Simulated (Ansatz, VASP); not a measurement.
# One calculation of NaCl, two programs

POSCAR

```
NaCl
1.0
    0.0000000000      2.8027319616      2.8027319616
    2.8027319616      0.0000000000      2.8027319616
    2.8027319616      2.8027319616      0.0000000000
Na Cl
1 1
Direct
    0.0000000000      0.0000000000      0.0000000000
    0.5000000000      0.5000000000      0.5000000000
```

Contents of INCAR.step1:

```
  ALGO = Normal
  EDIFF = 1E-5
  ENCUT = 550
  GGA = PE
  GGA_COMPAT = False
  ISMEAR = 1
  LASPH = True
  LCHARG = False
  LREAL = False
  LWAVE = True
  NBANDS = 14
  NELM = 120
  PREC = Accurate
  SIGMA = 0.2
```

Contents of INCAR.step2:

```
  ALGO = Normal
  EDIFF = 1E-6
  ENCUT = 550
  GGA_COMPAT = False
  ISIF = 2
  ISMEAR = 1
  ISTART = 1
  LASPH = True
  LCHARG = False
  LMIXTAU = True
  LREAL = False
  LWAVE = False
  METAGGA = R2SCAN
  NBANDS = 14
  NELM = 120
  PREC = Accurate
  SIGMA = 0.2
```

Contents of KPOINTS:

```
k-points
0
Gamma
  6 6 6
```

Input for Ansatz:

```yaml
crystal:
  lattice:
    - [0.0, 2.8027319616, 2.8027319616]
    - [2.8027319616, 0.0, 2.8027319616]
    - [2.8027319616, 2.8027319616, 0.0]
  atoms:
    - { symbol: Na, position: [0.0, 0.0, 0.0] }
    - { symbol: Cl, position: [0.5, 0.5, 0.5] }
kpoints:
  mp_grid: { grid: [6, 6, 6] }
hamiltonian:
  xc: r2scan
scf:
  occupations: { method: cold, width: 0.2 }
  n_extra_bands: 4
output:
  forces: true
  stress: true
  eigenvalues: true
```

Alike in both runs: task single point; functional r2SCAN; k mesh 6 × 6 × 6; no spin polarisation.

```csv
,VASP,Ansatz
version,VASP 6.6.1,Ansatz 0.2.0
potentials or method,"VASP PAW PBE potentials, release 64 (Na_pv, Cl)",plane waves
plane-wave cutoff (eV),550,500
occupations,"methfessel-paxton of order 1, width 0.2 eV","cold, width 0.2 eV"
valence electrons in the cell,14,16
```

```tsv
	VASP	Ansatz	Ansatz less VASP
gap on the k mesh at the Fermi level (eV)	6.00	5.98	-0.024
pressure (GPa)	-0.2	0.0	+0.21
```

VASP's potentials were made for PBE, not for r2SCAN. VASP's potentials hold 14 valence electrons a cell and Ansatz's 16, so a difference there can come from the potentials and not from the codes.
